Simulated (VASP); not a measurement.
# AlN (Pm) in VASP: further runs

AlN is run at these levels: PBE; tasks: single point.

Program: VASP 6.6.1. These are calculated values, not measurements. Logs are shortened: lines on timing, memory, paths and dates and some standing lists are left out, and cuts for length are marked.

### 1 The cell of the first run

The structure is monoclinic, space group Pm (No. 6). The conventional cell has a = 3.313 Å, b = 4.187 Å, c = 5.739 Å, α = 90.00°, β = 90.00°, γ = 90.00°. Within 2.3 Å of Al (site symmetry m) lie 5 N at 1.75 to 2.29 Å. Within 2.5 Å of Al (site symmetry m) lie 5 N at 1.91 to 2.09 Å. Within 2.5 Å of Al (site symmetry m) lie 5 N at 1.91 to 2.09 Å. Al (site symmetry m) has 5 N at 1.91 to 2.09 Å within 2.5 Å. Within 2.5 Å of N (site symmetry m) lie 5 Al at 1.91 to 2.13 Å. N (site symmetry m) has 5 Al at 1.91 to 2.09 Å within 2.5 Å. Within 2.3 Å of N (site symmetry m) lie 5 Al at 1.75 to 2.29 Å. Within 2.3 Å of N (site symmetry m) lie 5 Al at 1.75 to 2.09 Å.

### 2 Single point, PBE (atom 1 (Al) moved by +0.000 Å along [1 0 0] and -0.378 Å along [1 2 0])

Input file INCAR:

```
SYSTEM = AlN
PREC = Accurate
ENCUT = 520
EDIFF = 1E-6
ISMEAR = 0
SIGMA = 0.05
LREAL = .FALSE.
LASPH = .TRUE.
NELM = 80
ALGO = Normal
ISIF = 2
LWAVE = .FALSE.
LCHARG = .FALSE.
GGA = PE
NBANDS = 26
```

Input file KPOINTS:

```
Automatic mesh
0
G
  8 6 4
  0 0 0
```

Input file POSCAR:

```
AlN
1.0
   -1.6567491617      2.8695737234      0.0000000000
    0.0000000000      0.0000000000      4.1874629526
    4.9702474850      2.8695737234      0.0000000000
Al N
4 4
Direct
    0.4012048383      0.7500000000      0.1337349461
    0.0000000000      0.7500000000      0.6666666667
    0.0000000000      0.2500000000      0.3333333333
    0.5000000000      0.2500000000      0.8333333333
    0.5000000000      0.2500000000      0.1666666667
    0.0000000000      0.2500000000      0.6666666667
    0.0000000000      0.7500000000      0.3333333333
    0.5000000000      0.7500000000      0.8333333333
```

Potentials or basis: VASP PAW PBE potentials, release 64 (Al, N).

Launch:

```
$ cat potpaw_PBE.64/Al/POTCAR potpaw_PBE.64/N/POTCAR > POTCAR
$ mpirun -np 1 vasp_std > vasp.out
```

OUTCAR:

```text
SYSTEM = AlN
   PREC = Accurate
   ENCUT = 520
   EDIFF = 1E-6
   ISMEAR = 0
   LREAL = .FALSE.
   LASPH = .TRUE.
   NELM = 80
   ISIF = 2
   GGA = PE

 ion  position               nearest neighbor table
   1  0.401  0.750  0.134-   7 1.75   8 1.75   5 2.13   5 2.13   7 2.29   3 2.73   3 2.73   4 2.73
                             4 2.73   2 2.99   3 3.10   3 3.10   2 3.33   2 3.33
   2  0.000  0.750  0.667-   8 1.91   8 1.91   7 1.91   6 2.09   6 2.09   4 2.84   4 2.84   4 2.84
                             4 2.84   3 2.84   3 2.84   1 2.99   1 3.33   1 3.33
   3  0.000  0.250  0.333-   5 1.91   5 1.91   6 1.91   7 2.09   7 2.09   1 2.73   1 2.73   2 2.84
                             2 2.84   1 3.10   1 3.10   4 3.31   4 3.31   4 3.31   4 3.31
   4  0.500  0.250  0.833-   6 1.91   6 1.91   5 1.91   8 2.09   8 2.09   1 2.73   1 2.73   2 2.84
                             2 2.84   2 2.84   2 2.84   3 3.31   3 3.31   3 3.31   3 3.31
   5  0.500  0.250  0.167-   3 1.91   3 1.91   4 1.91   1 2.13   1 2.13
   6  0.000  0.250  0.667-   4 1.91   4 1.91   3 1.91   2 2.09   2 2.09
   7  0.000  0.750  0.333-   1 1.75   2 1.91   3 2.09   3 2.09   1 2.29
   8  0.500  0.750  0.833-   1 1.75   2 1.91   2 1.91   4 2.09   4 2.09

  LATTYP: Found a simple orthorhombic cell.
 ALAT       =     3.3134983233
 B/A-ratio  =     1.2637588868
 C/A-ratio  =     1.7320508076

  Lattice vectors:

 A1 = (  -1.6567491617,   2.8695737234,   0.0000000000)
 A2 = (   0.0000000000,   0.0000000000,   4.1874629526)
 A3 = (   4.9702474850,   2.8695737234,   0.0000000000)

Analysis of symmetry for initial positions (statically):
=====================================================================
 Subroutine PRICEL returns:
 Original cell was already a primitive cell.

 Routine SETGRP: Setting up the symmetry group for a
 simple orthorhombic supercell.

 Subroutine GETGRP returns: Found  2 space group operations
 (whereof  1 operations were pure point group operations)
 out of a pool of  8 trial point group operations.

The static configuration has the point symmetry C_1 .
 The point group associated with its full space group is C_1h.

Analysis of symmetry for dynamics (positions and initial velocities):
=====================================================================
 Subroutine PRICEL returns:
 Original cell was already a primitive cell.

 Routine SETGRP: Setting up the symmetry group for a
 simple orthorhombic supercell.

 Subroutine GETGRP returns: Found  2 space group operations
 (whereof  1 operations were pure point group operations)
 out of a pool of  8 trial point group operations.

The dynamic configuration has the point symmetry C_1 .
 The point group associated with its full space group is C_1h.

 Subroutine INISYM returns: Found  2 space group operations
 (whereof  1 operations are pure point group operations),
 and found     1 'primitive' translations

----------------------------------------------------------------------------------------

                                     Primitive cell

  volume of cell :      79.6315

  direct lattice vectors                    reciprocal lattice vectors
    -1.656749162  2.869573723  0.000000000    -0.150897919  0.261362862  0.000000000
     0.000000000  0.000000000  4.187462953     0.000000000  0.000000000  0.238808083
     4.970247485  2.869573723  0.000000000     0.150897919  0.087120954  0.000000000

  length of vectors
     3.313498323  4.187462953  5.739147447     0.301795837  0.238808083  0.174241908

  position of ions in fractional coordinates (direct lattice)
     0.401204838  0.750000000  0.133734946
     0.000000000  0.750000000  0.666666667
     0.000000000  0.250000000  0.333333333
     0.500000000  0.250000000  0.833333333
     0.500000000  0.250000000  0.166666667
     0.000000000  0.250000000  0.666666667
     0.000000000  0.750000000  0.333333333
     0.500000000  0.750000000  0.833333333

  ion indices of the primitive-cell ions
   primitive index   ion index
                 1           1
                 2           2
                 3           3
                 4           4
                 5           5
                 6           6
                 7           7
                 8           8

----------------------------------------------------------------------------------------

 KPOINTS: Automatic mesh

Automatic generation of k-mesh.
 Grid dimensions read from file:
 generate k-points for:    8    6    4

 Generating k-lattice:

  Cartesian coordinates                     Fractional coordinates (reciprocal lattice)
    -0.018862240  0.032670358  0.000000000     0.125000000  0.000000000  0.000000000
     0.000000000  0.000000000  0.039801347     0.000000000  0.166666667  0.000000000
     0.037724480  0.021780238  0.000000000     0.000000000  0.000000000  0.250000000

  Length of vectors
     0.037724480  0.039801347  0.043560477

  Shift w.r.t. Gamma in fractional coordinates (k-lattice)
     0.000000000  0.000000000  0.000000000

 Subroutine IBZKPT returns following result:
 ===========================================

 Found     72 irreducible k-points:

 Following reciprocal coordinates:
            Coordinates               Weight
  0.000000  0.000000  0.000000      1.000000
  0.125000  0.000000 -0.000000      2.000000
  0.250000  0.000000 -0.000000      2.000000
  0.375000  0.000000 -0.000000      2.000000
  0.500000  0.000000 -0.000000      1.000000
  0.000000  0.166667  0.000000      2.000000
[... 16 lines left out ...]
  0.125000  0.000000 -0.250000      2.000000
  0.250000  0.000000  0.250000      2.000000
 [... further k-points ...]
   k-points           NKPTS =     72   k-points in BZ     NKDIM =     72   number of bands    NBANDS=     26
   number of dos      NEDOS =    301   number of ions     NIONS =      8
   total plane-waves  NPLWV =  43008
   dimension x,y,z NGX =    28 NGY =   32 NGZ =   48
   dimension x,y,z NGXF=    56 NGYF=   64 NGZF=   96
   ions per type =               4   4
   NGX,Y,Z   is equivalent  to a cutoff of  14.05, 12.70, 13.90 a.u.
   NGXF,Y,Z  is equivalent  to a cutoff of  28.10, 25.41, 27.81 a.u.
 SYSTEM =  AlN
   PREC   = accura    normal or accurate (medium, high low for compatibility)
   ISTART =      0    job   : 0-new  1-cont  2-samecut
   ICHARG =      2    charge: 1-file 2-atom 10-const
   ISPIN  =      1    spin polarized calculation?
   LNONCOLLINEAR =      F non collinear calculations
   LSORBIT =      F    spin-orbit coupling
   LASPH  =      T    aspherical Exc in radial PAW
   ENCUT  =  520.0 eV  38.22 Ry    6.18 a.u.   6.16  7.79 10.67*2*pi/ulx,y,z
   NELM   =     80;   NELMIN=  2; NELMDL= -5     # of ELM steps
   EDIFF  = 0.1E-05   stopping-criterion for ELM
   LREAL  =      F    real-space projection
   EDIFFG = 0.1E-04   stopping-criterion for IOM
   NSW    =      0    number of steps for IOM
   IBRION =     -1    ionic relax: 0-MD 1-quasi-New 2-CG
   NFREE  =      0    steps in history (QN), initial steepest desc. (CG)
   ISIF   =      2    stress and relaxation
   ISYM   =      2    0-nonsym 1-usesym 2-fastsym
   POTIM  = 0.5000    time-step for ionic-motion
   TEBEG  =    0.0;   TEEND  =   0.0 temperature during run
   PSTRESS=    0.0 pullay stress
   NELECT =      32.0000    total number of electrons
   NUPDOWN=      -1.0000    fix difference up-down
   EMIN   =  10.00;   EMAX   =-10.00  energy-range for DOS
   EFERMI =   0.00;   METHOD = LEGACY
   ISMEAR =     0;   SIGMA  =   0.05  broadening in eV -4-tet -1-fermi 0-gaus
   EFERMI_NEDOS =   21; number of points for ismear=-14 and -15
   IALGO  =     38    algorithm
   IMIX   =      4    mixing-type and parameters
     AMIX     =   0.40;   BMIX     =  1.00
     AMIX_MAG =   1.60;   BMIX_MAG =  1.00
  volume/ion in A,a.u.               =       9.95        67.17
  Fermi-wavevector in a.u.,A,eV,Ry     =   1.208082  2.282944 19.857191  1.459462
  Thomas-Fermi vector in A             =   2.343701
   LORBIT       =      0    0 simple, 1 ext, 2 COOP (PROOUT), +10 PAW based schemes
   GGA     = PE    functional components
   LHFCALC =     F    Hartree Fock is set to
   AEXX    =    0.0000 exact exchange contribution
   IVDW    =     0    specifies the selected vdW correction
   LEPSILON=     F    determine dielectric tensor
   LRPA    =     F    only Hartree local field effects (RPA)
 non-spin polarized calculation
 Gauss-broadening in eV      SIGMA  =   0.05
  energy-cutoff  :      520.00
  volume of cell :       79.63
 maximum number of plane-waves:      2174
 NGX is ok and might be reduce to    28
   NGX = 13   NGY = 15   NGZ = 21

 number of electron      31.9999993 magnetization

 Free energy of the ion-electron system (eV)
  ---------------------------------------------------
  ext. energy  EPLUGINS =         0.00000000
  ---------------------------------------------------
  free energy    TOTEN  =       -57.67221231 eV

  energy without entropy =      -57.67221231  energy(sigma->0) =      -57.67221231

 E-fermi :   8.1731     XC(G=0): -11.1553

 val. band max:        7.9498879669   @ k =   0.0000   0.0000   0.0000
 cond. band min:      10.8305232855   @ k =   0.0000   0.0000   0.0000
 fundamental gap:      2.8806353186
 Fermi energy:         8.1730791219

 k-point     1 :       0.0000    0.0000    0.0000
  band No.  band energies     occupation
      1      -8.9602      2.00000
      2      -6.9381      2.00000
      3      -6.0546      2.00000
      4      -5.1016      2.00000
      5       1.0010      2.00000
      6       1.4002      2.00000
[... 18 lines left out ...]
     25      17.2254      0.00000
     26      18.8099      0.00000

 k-point     2 :       0.1250    0.0000   -0.0000
  band No.  band energies     occupation
      1      -8.8307      2.00000
      2      -6.8355      2.00000
      3      -6.0876      2.00000
      4      -5.1043      2.00000
      5       1.1430      2.00000
      6       1.3694      2.00000
[... 18 lines left out ...]
     25      18.0181      0.00000
[... 608 lines left out ...]
     25      17.6613      0.00000
     26      17.9461      0.00000

 k-point    24 :       0.2500    0.0000    0.2500
  band No.  band energies     occupation
      1      -8.3341      2.00000
      2      -7.0213      2.00000
      3      -5.9109      2.00000
      4      -5.1375      2.00000
      5       1.5318      2.00000
      6       1.7050      2.00000
[... 18 lines left out ...]
     25      17.7785      0.00000
     26      17.9028      0.00000

 [... further k-points ...]
[... 5 lines left out ...]
  --------------------------------------------------------------------------------------
  -------------------------------------------------------------------------------------
  Total        6.2861779     -0.7186235      0.0989273      0.1205827      0.0000000      0.0000000
  in kB      126.4771682    -14.4586219      1.9904048      2.4261091      0.0000000      0.0000000
  external PRESSURE =      38.0029837 kB  Pullay stress =       0.0000000 kB

 VOLUME and BASIS-vectors are now :
 -----------------------------------------------------------------------------
  energy-cutoff  :      520.00
  volume of cell :       79.63
      direct lattice vectors                 reciprocal lattice vectors
    -1.656749162  2.869573723  0.000000000    -0.150897919  0.261362862  0.000000000
     0.000000000  0.000000000  4.187462953     0.000000000  0.000000000  0.238808083
     4.970247485  2.869573723  0.000000000     0.150897919  0.087120954  0.000000000

 POSITION                                       TOTAL-FORCE (eV/Angst)
 -----------------------------------------------------------------------------------
     -0.00000      1.53505      3.14060         0.907775      4.442384      0.000000
      3.31350      1.91305      3.14060        -0.946667     -0.708052      0.000000
      1.65675      0.95652      1.04687         0.232126     -0.472852      0.000000
      3.31350      3.82610      1.04687        -0.225884      0.179121      0.000000
      0.00000      1.91305      1.04687        -0.368775     -1.065469      0.000000
      3.31350      1.91305      1.04687         0.356685      0.150000      0.000000
      1.65675      0.95652      3.14060         1.737702     -1.411540      0.000000
      3.31350      3.82610      3.14060        -1.692961     -1.113593      0.000000
 -----------------------------------------------------------------------------------
    total drift:                                0.000163     -0.000094      0.000000

  FREE ENERGIE OF THE ION-ELECTRON SYSTEM (eV)
  ---------------------------------------------------
  free  energy   TOTEN  =       -57.6722123132 eV

  energy  without entropy=      -57.6722123132  energy(sigma->0) =      -57.67221231
```

Wall time 74 s (1 thread of AMD EPYC 9R45 (Zen 5), shared host); peak memory 0.23 GiB.

Results:

```yaml
Free_energy: -57.6722 eV
Pressure: 3.8 GPa
Largest_force: 4.534 eV/Å
Band_gap_on_the_k_mesh: 2.88 eV
```

Forces on the atoms (eV/Å):
```
Al   0.908  4.442  0.000
Al  -0.947 -0.708  0.000
Al   0.232 -0.473  0.000
Al  -0.226  0.179  0.000
N   -0.369 -1.065  0.000
N    0.357  0.150  0.000
N    1.738 -1.412  0.000
N   -1.693 -1.114  0.000
```

Stress tensor (GPa, compression positive):
```
12.65  0.24  0.00
 0.24 -1.45  0.00
 0.00  0.00  0.20
```

Caveat: the cell differs from its parent crystal (atom 1 (Al) moved by +0.000 Å along [1 0 0] and -0.378 Å along [1 2 0]); the cell stands under pressure; forces of over 1 eV/Å act on the atoms, so gaps and moduli don't describe the material at rest.

(Continued in part 2 of 3.)
